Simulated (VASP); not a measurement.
Input of a VASP 6.6.1 run:

INCAR

```
SYSTEM = V
ALGO = Normal
EDIFF = 1E-7
EDIFFG = -0.05
ENCUT = 500
GGA = PS
GGA_COMPAT = .False.
IBRION = 2
ISIF = 3
ISMEAR = 0
LASPH = .True.
LCHARG = .False.
LREAL = .False.
LWAVE = .False.
NELM = 120
NELMIN = 4
NSW = 80
PREC = Accurate
SIGMA = 0.1
```

Contents of KPOINTS:

```
k-points
0
Gamma
  8 8 8
  0 0 0
```

POSCAR

```
V
1.0
   -1.5576731281      1.5576731281      1.5576731281
    1.5576731281     -1.5576731281      1.5576731281
    1.5576731281      1.5576731281     -1.5576731281
V
1
Direct
    0.0000000000      0.0000000000      0.0000000000
```

Potentials or basis: VASP PAW PBE potentials, release 64 (V_sv).

Run with:

```bash
$ cat potpaw_PBE.64/V_sv/POTCAR > POTCAR
$ mpirun -np 1 vasp_std > vasp.out
```

Task: What does it give for the space group after relaxing (to 0.05 Å)?

Result: Im-3m (No. 229).

Task: Estimate the relaxed cell.

Result: a = 2.558 Å, b = 2.558 Å, c = 2.558 Å, α = 109.47°, β = 109.47°, γ = 109.47°.

Task: Estimate the relaxed volume.

Result: 12.89 Å³/atom.

The path:
```tsv
step	energy change (eV)	largest force (eV/Å)	pressure (GPa)	volume (Å³)
1	0.0000	0.0000	-23.21	15.12
2	0.0933	0.0000	50.32	10.82
3	-0.1850	0.0000	-1.25	12.96
4	-0.1853	0.0000	-0.25	12.89
```

Caveat: the PAW data sets were made with another functional, which shifts forces and pressure a little.
